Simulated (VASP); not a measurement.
# Co7H in VASP: single point with LDA

Aim: the single point of Co7H with LDA.

Program: VASP 6.6.1. These are calculated values, not measurements. Logs are shortened: lines on timing, memory, paths and dates and some standing lists are left out, and cuts for length are marked.

## Step 1: The cell of the first run

The cell holds a slab with vacuum, 8 atoms: a = 2.507 Å, b = 2.507 Å, c = 26.207 Å, α = 90.00°, β = 90.00°, γ = 60.00°.

## Step 2: Single point, LDA, collinear spin, ferromagnetic start

INCAR reads:

```
PREC     = Accurate       # precision mode
ENCUT    = 520            # plane-wave cutoff, eV
EDIFF    = 1E-6           # SCF threshold, eV
ISMEAR   = 0              # smearing method
SIGMA    = 0.1            # smearing width, eV
LREAL    = F              # projectors in reciprocal space
LASPH    = T              # aspherical terms in the spheres
NELM     = 150            # most SCF steps
ALGO     = Normal         # electronic algorithm
ISIF     = 2              # what is computed and relaxed
LWAVE    = F              # write WAVECAR
LCHARG   = T              # write CHGCAR
ISPIN    = 2              # spin polarisation
MAGMOM   = 1.85 1.76 1.7 1.74 1.69 1.76 1.23 -0.01 # initial moments
LORBIT   = 11             # projections on sites
LMAXMIX  = 4              # l up to which the mixer works
LDIPOL   = T            
IDIPOL   = 3            
DIPOL    = 0.5 0.5 0.534
LELF     = T              # ELF
LVHAR    = T            
LVACPOTAV= T            
NBANDS   = 46             # bands
```

KPOINTS reads:

```
regular mesh
0
Gamma
  16 16 1
```

POSCAR reads:

```
Co7H
1.0
    2.5070000016      0.0000000000      0.0000000000
    1.2535000008      2.1711256886      0.0000000000
    0.0000000000      0.0000000000     26.2070000000
Co H
7 1
Direct
    0.0000000000      0.0000000000      0.2839082658
    0.6666666667      0.6666666667      0.3547530025
    0.0000000000      0.0000000000      0.4290527443
    0.6666666667      0.6666666667      0.5018533310
    0.0000000000      0.0000000000      0.5753870282
    0.6666666667      0.6666666667      0.6485904234
    0.0000000000      0.0000000000      0.7213062914
    0.3333333333      0.3333333333      0.7542945614
```

Potentials or basis: VASP PAW LDA potentials, release 64 (Co, H).

Command:

```sh
$ cat potpaw_LDA.64/Co/POTCAR potpaw_LDA.64/H/POTCAR > POTCAR
$ mpirun -np 1 vasp_std > vasp.out
```

OUTCAR:

```text
PREC = Accurate
   ENCUT = 520
   EDIFF = 1E-6
   ISMEAR = 0
   LREAL = F
   LASPH = T
   NELM = 150
   ISIF = 2
   ISPIN = 2
   LORBIT = 11

 ion  position               nearest neighbor table
   1  0.000  0.000  0.284-   2 2.35   2 2.35   2 2.35
   2  0.667  0.667  0.355-   1 2.35   1 2.35   1 2.35   3 2.43   3 2.43   3 2.43
   3  0.000  0.000  0.429-   4 2.39   4 2.39   4 2.39   2 2.43   2 2.43   2 2.43
   4  0.667  0.667  0.502-   3 2.39   3 2.39   3 2.39   5 2.41   5 2.41   5 2.41
   5  0.000  0.000  0.575-   6 2.40   6 2.40   6 2.40   4 2.41   4 2.41   4 2.41
   6  0.667  0.667  0.649-   7 2.39   7 2.39   7 2.39   5 2.40   5 2.40   5 2.40
   7  0.000  0.000  0.721-   8 1.69   8 1.69   8 1.69   6 2.39   6 2.39   6 2.39
   8  0.333  0.333  0.754-   7 1.69   7 1.69   7 1.69

  LATTYP: Found a hexagonal cell.
 ALAT       =     2.5070000015
 C/A-ratio  =    10.4535301093

  Lattice vectors:

 A1 = (  -1.2535000008,  -2.1711256886,   0.0000000000)
 A2 = (   2.5070000016,   0.0000000000,   0.0000000000)
 A3 = (   0.0000000000,   0.0000000000,  26.2070000000)

Analysis of symmetry for initial positions (statically):
=====================================================================
 Subroutine PRICEL returns:
 Original cell was already a primitive cell.

 Routine SETGRP: Setting up the symmetry group for a
 hexagonal supercell.

 Subroutine GETGRP returns: Found  6 space group operations
 (whereof  6 operations were pure point group operations)
 out of a pool of 24 trial point group operations.

The static configuration has the point symmetry C_3v.

Analysis of symmetry for dynamics (positions and initial velocities):
=====================================================================
 Subroutine PRICEL returns:
 Original cell was already a primitive cell.

 Routine SETGRP: Setting up the symmetry group for a
 hexagonal supercell.

 Subroutine GETGRP returns: Found  6 space group operations
 (whereof  6 operations were pure point group operations)
 out of a pool of 24 trial point group operations.

The dynamic configuration has the point symmetry C_3v.

Analysis of structural, dynamic, and magnetic symmetry:
=====================================================================
 Subroutine PRICEL returns:
 Original cell was already a primitive cell.

 Routine SETGRP: Setting up the symmetry group for a
 hexagonal supercell.

 Subroutine GETGRP returns: Found  6 space group operations
 (whereof  6 operations were pure point group operations)
 out of a pool of 24 trial point group operations.

The overall configuration has the point symmetry C_3v.

[... 161 lines left out ...]

  energy without entropy =      -59.05450293  energy(sigma->0) =      -59.07036588

 E-fermi :   2.9994     XC(G=0):  -8.0460

 val. band max:        2.9971618551   @ k =   0.4375   0.0625   0.0000
 cond. band min:       3.0048332352   @ k =   0.3125   0.0625   0.0000
 fundamental gap:      0.0076713801
 Fermi energy:         2.9994499980

 spin component 1

 k-point     1 :       0.0000    0.0000    0.0000
  band No.  band energies     occupation
      1      -6.3746      1.00000
      2      -5.7960      1.00000
      3      -5.0660      1.00000
      4      -4.0516      1.00000
      5      -2.9835      1.00000
      6      -2.3591      1.00000
[... 1117 lines left out ...]
     43      10.0441      0.00000
     44      11.1942      0.00000

 [... further k-points ...]

 spin component 2

 k-point     1 :       0.0000    0.0000    0.0000
  band No.  band energies     occupation
      1      -6.2429      1.00000
      2      -5.6281      1.00000
      3      -4.8884      1.00000
      4      -3.8398      1.00000
      5      -2.6425      1.00000
      6      -1.7288      1.00000
[... 1117 lines left out ...]
     43      10.5493      0.00000
     44      11.5181      0.00000

 [... further k-points ...]

 [bands above 44 left out]

------------------------ aborting loop because EDIFF is reached ----------------------------------------

  FORCE on cell =-STRESS in cart. coord.  units (eV):
  Direction    XX          YY          ZZ          XY          YZ          ZX
  --------------------------------------------------------------------------------------
  -------------------------------------------------------------------------------------
  Total       -8.2412085     -8.2412085     -0.5522026      0.0000000     -0.0000000     -0.0000000
  in kB      -92.5645891    -92.5645891     -6.2022947      0.0000000     -0.0000000     -0.0000000
  external PRESSURE =     -63.7771576 kB  Pullay stress =       0.0000000 kB

 VOLUME and BASIS-vectors are now :
 -----------------------------------------------------------------------------
  energy-cutoff  :      520.00
  volume of cell :      142.65
      direct lattice vectors                 reciprocal lattice vectors
     2.507000002  0.000000000  0.000000000     0.398883127 -0.230295281  0.000000000
     1.253500001  2.171125689  0.000000000     0.000000000  0.460590562  0.000000000
     0.000000000  0.000000000 26.207000000     0.000000000  0.000000000  0.038157744

 POSITION                                       TOTAL-FORCE (eV/Angst)
 -----------------------------------------------------------------------------------
      0.00000      0.00000      7.44038         0.000000      0.000000      0.044303
      2.50700      1.44742      9.29701        -0.000000     -0.000000      0.010457
      0.00000      0.00000     11.24419         0.000000      0.000000     -0.013976
      2.50700      1.44742     13.15207         0.000000      0.000000      0.004200
      0.00000      0.00000     15.07917         0.000000      0.000000      0.007298
      2.50700      1.44742     16.99761        -0.000000      0.000000     -0.005465
      0.00000      0.00000     18.90327         0.000000      0.000000     -0.038674
      1.25350      0.72371     19.76780         0.000000      0.000000     -0.008143
 -----------------------------------------------------------------------------------
    total drift:                                0.000000      0.000000      0.002459

  FREE ENERGIE OF THE ION-ELECTRON SYSTEM (eV)
  ---------------------------------------------------
  free  energy   TOTEN  =       -59.0862288358 eV

  energy  without entropy=      -59.0545029307  energy(sigma->0) =      -59.07036588

 vacuum level on the upper side and lower side of the slab         8.248         8.194

 total charge

# of ion       s       p       d       tot
------------------------------------------
    1        0.494   0.418   7.283   8.195
    2        0.506   0.556   7.318   8.379
    3        0.502   0.544   7.313   8.359
    4        0.504   0.552   7.308   8.364
    5        0.503   0.548   7.312   8.364
    6        0.504   0.552   7.308   8.364
    7        0.481   0.584   7.374   8.440
    8        0.522   0.026   0.000   0.548
--------------------------------------------------
tot          4.016   3.780  51.216  59.012

 magnetization (x)

# of ion       s       p       d       tot
------------------------------------------
    1       -0.011  -0.025   1.665   1.629
    2       -0.014  -0.041   1.593   1.538
    3       -0.014  -0.042   1.533   1.477
    4       -0.014  -0.043   1.565   1.508
    5       -0.013  -0.044   1.527   1.470
    6       -0.011  -0.038   1.558   1.509
    7       -0.006  -0.013   1.171   1.152
    8       -0.013   0.001   0.000  -0.013
--------------------------------------------------
tot         -0.097  -0.246  10.613  10.271
```

OSZICAR:

```text
N       E                     dE             d eps       ncg     rms          rms(c)
DAV:   1     0.508194353666E+03    0.50819E+03   -0.28403E+04  5528   0.163E+03
DAV:   2    -0.226884384687E+02   -0.53088E+03   -0.50141E+03  5520   0.349E+02
DAV:   3    -0.666072566274E+02   -0.43919E+02   -0.40026E+02  5796   0.143E+02
[... 48 lines left out ...]
DAV:  52    -0.590862157355E+02   -0.13691E-04   -0.11691E-05  5458   0.436E-02    0.255E-02
DAV:  53    -0.590862227217E+02   -0.69862E-05   -0.16739E-06  3658   0.146E-02    0.210E-02
DAV:  54    -0.590862263448E+02   -0.36230E-05   -0.87933E-07  3326   0.108E-02    0.174E-02
DAV:  55    -0.590862283070E+02   -0.19623E-05   -0.44728E-07  3332   0.669E-03    0.147E-02
DAV:  56    -0.590862288358E+02   -0.52883E-06   -0.68722E-07  3452   0.912E-03
   1 F= -.59086229E+02 E0= -.59070366E+02  d E =-.317259E-01  mag=    10.2879
```

stdout:

```text
POSCAR found type information on POSCAR CoH
 POSCAR found :  2 types and       8 ions
 scaLAPACK will be used
 LDA part: xc-table for (Slater(with rela. corr.)+CA(PZ))
 , standard interpolation
 POSCAR, INCAR and KPOINTS ok, starting setup
 FFT: planning ... GRIDC
 FFT: planning ... GRID_SOFT
 FFT: planning ... GRID
 WAVECAR not read
 entering main loop
 -----------------------------------------------------------------------------
|                                                                             |
|           W    W    AA    RRRRR   N    N  II  N    N   GGGG   !!!           |
|           W    W   A  A   R    R  NN   N  II  NN   N  G    G  !!!           |
|           W    W  A    A  R    R  N N  N  II  N N  N  G       !!!           |
|           W WW W  AAAAAA  RRRRR   N  N N  II  N  N N  G  GGG   !            |
|           WW  WW  A    A  R   R   N   NN  II  N   NN  G    G                |
|           W    W  A    A  R    R  N    N  II  N    N   GGGG   !!!           |
|                                                                             |
|     Did not find any points to average over, which means that no vacuum     |
|     field-free region was found. Please increase the size of  your cell     |
|     in the dimension of the dipole correction to obtain accurate            |
|     workfunction values.                                                    |
|                                                                             |
 -----------------------------------------------------------------------------
```

It took 16 min on 1 thread of Intel Xeon 6975P-C (Granite Rapids), shared host; peak memory 0.39 GiB.

Results:

```
Free energy                                           : -59.0862 eV
Largest force                                         : 0.044 eV/Å
Net moment                                            : 10.29 μB per cell
Site moments                                          : Co +1.63, +1.54, +1.48, +1.51, +1.47, +1.15 (each value once); H -0.01 μB
Valence electrons inside the program's atomic spheres : Co 8.20, 8.38, 8.36, 8.44 (each value once); H 0.55
```

Forces in eV/Å, atoms in the order of the input:
```
Co   0.000  0.000  0.044
Co   0.000  0.000  0.010
Co   0.000  0.000 -0.014
Co   0.000  0.000  0.004
Co   0.000  0.000  0.007
Co   0.000  0.000 -0.005
Co   0.000  0.000 -0.039
H    0.000  0.000 -0.008
```
